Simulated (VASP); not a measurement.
Here is a VASP 6.6.1 calculation.

The input POSCAR:

```
Ga
1.0
   -1.3620932656      1.3620932656      2.1923728513
    1.3620932656     -1.3620932656      2.1923728513
    1.3620932656      1.3620932656     -2.1923728513
Ga
1
Direct
    0.0000000000      0.0000000000      0.0000000000
```

File INCAR.step1:

```
PREC = Accurate ; ENCUT = 520
ISMEAR = 0 ; SIGMA = 0.1
LREAL = False ; LASPH = True
NELM = 100 ; NBANDS = 12
GGA = PE ; ALGO = Normal
EDIFF = 1E-4 ; LWAVE = True
LCHARG = False
```

INCAR.step2

```
PREC = Accurate ; ENCUT = 520
EDIFF = 1E-6 ; ISMEAR = 0
SIGMA = 0.1 ; LREAL = False
LASPH = True ; NELM = 100
ALGO = Normal ; ISIF = 2
LWAVE = False ; LCHARG = False
METAGGA = R2SCAN ; LMIXTAU = True
NBANDS = 12 ; ISTART = 1
```

The input KPOINTS:

```
regular mesh
0
Gamma
  20 20 20
```

Potentials or basis: VASP PAW PBE potentials, release 64 (Ga_d).

Launch:

```bash
$ cat potpaw_PBE.64/Ga_d/POTCAR > POTCAR
$ cp INCAR.step1 INCAR
$ mpirun -np 1 vasp_std > vasp.out
$ cp INCAR.step2 INCAR
$ mpirun -np 1 vasp_std > vasp.out
```

(1) Predict the pressure.

(2) Estimate the band gap on the k mesh.

## Answers

(1) 7.1 GPa.

(2) zero (an odd number of electrons rules out a gap without spin polarisation).

Caveat: the cell stands under pressure; the PAW data sets were made with another functional, which shifts forces and pressure a little.
